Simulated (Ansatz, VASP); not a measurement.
# FeNiC4N4 in VASP and in Ansatz

Contents of INCAR:

```
SYSTEM = FeNiC4N4
PREC     = Accurate       ! precision mode
ENCUT    = 520            ! plane-wave cutoff, eV
EDIFF    = 1E-7           ! SCF threshold, eV
ISMEAR   = 0              ! smearing method
SIGMA    = 0.1            ! smearing width, eV
LREAL    = .False.        ! projectors in reciprocal space
LASPH    = .True.         ! aspherical terms in the spheres
NELM     = 150            ! most SCF steps
ALGO     = Normal         ! electronic algorithm
ISIF     = 2              ! what is computed and relaxed
LWAVE    = .False.        ! write WAVECAR
LCHARG   = .False.        ! write CHGCAR
ISPIN    = 2              ! spin polarisation
MAGMOM   = 4 2 0 0 0 0 0 0 0 0 ! initial moments
LORBIT   = 11             ! projections on sites
LMAXMIX  = 4              ! l up to which the mixer works
GGA      = PE             ! functional
NBANDS   = 42             ! bands
```

File KPOINTS:

```
Automatic mesh
0
Gamma
  4 4 4
  0 0 0
```

POSCAR

```
FeNiC4N4
1.0
    5.9086026500      0.0000000000      0.0000000000
    0.0000000000      5.9086026500      0.0000000000
    0.0000000000      0.0000000000      5.9086026500
Fe Ni C N
1 1 4 4
Direct
    0.5000000000      0.5000000000      0.5000000000
    0.0000000000      0.0000000000      0.0000000000
    0.1873167900      0.1873167900      0.1873167900
    0.1873167900      0.8126832100      0.8126832100
    0.8126832100      0.1873167900      0.8126832100
    0.8126832100      0.8126832100      0.1873167900
    0.3016415900      0.3016415900      0.3016415900
    0.3016415900      0.6983584100      0.6983584100
    0.6983584100      0.3016415900      0.6983584100
    0.6983584100      0.6983584100      0.3016415900
```

Input for Ansatz:

```yaml
crystal:
  lattice:
    - [5.90860265, 0.0, 0.0]
    - [0.0, 5.90860265, 0.0]
    - [0.0, 0.0, 5.90860265]
  atoms:
    - { symbol: Fe, position: [0.5, 0.5, 0.5], spin: 4.0 }
    - { symbol: Ni, position: [0.0, 0.0, 0.0], spin: 2.0 }
    - { symbol: C, position: [0.18731679, 0.18731679, 0.18731679] }
    - { symbol: C, position: [0.18731679, 0.81268321, 0.81268321] }
    - { symbol: C, position: [0.81268321, 0.18731679, 0.81268321] }
    - { symbol: C, position: [0.81268321, 0.81268321, 0.18731679] }
    - { symbol: "N", position: [0.30164159, 0.30164159, 0.30164159] }
    - { symbol: "N", position: [0.30164159, 0.69835841, 0.69835841] }
    - { symbol: "N", position: [0.69835841, 0.30164159, 0.69835841] }
    - { symbol: "N", position: [0.69835841, 0.69835841, 0.30164159] }
basis:
  ecutwfc: 420
kpoints:
  mp_grid: { grid: [4, 4, 4] }
hamiltonian:
  xc: pbe
scf:
  occupations: { method: gaussian, width: 0.1 }
  lower_state_search: "off"
output:
  forces: true
  stress: true
  eigenvalues: true
  populations: true
magnetization:
  spin_polarized: true
```

Alike in both runs: task single point; functional PBE; k mesh 4 × 4 × 4; occupations gaussian, width 0.1 eV; collinear spin.

|  | VASP | Ansatz |
| --- | --- | --- |
| version | VASP 6.6.1 | Ansatz 0.2.0 |
| potentials or method | VASP PAW PBE potentials, release 64 (Fe, Ni, C, N), cutoff 520 eV | scalar-relativistic, plane waves, PAW |
| valence electrons in the cell | 54 | 70 |

|  | VASP | Ansatz | Ansatz less VASP |
| --- | --- | --- | --- |
| gap on the k mesh at the Fermi level (eV) | none | none | - |
| pressure (GPa) | -2.1 | -2.0 | +0.07 |
| rms of the force components (eV/Å) | 0.945 | 0.540 | -0.4052 |
| net moment per atom (μB) | 0.44 | 0.60 | +0.156 |
| size of the moment on the site where the two differ most (μB) | 0.14 | 1.16 | +1.017 |

The net moments are unlike, so the other rows may belong to different states. Site moments also hang on the region over which each program counts them. Atom by atom the forces differ by 0.432 eV/Å (rms over components). A gap of «none» marks a metal or a gap that the smearing closes. VASP's potentials hold 54 valence electrons a cell and Ansatz's 70, so a difference there can come from the potentials and not from the codes.

Noted on VASP's run: the standard files for N, O and F lose accuracy on very short bonds.
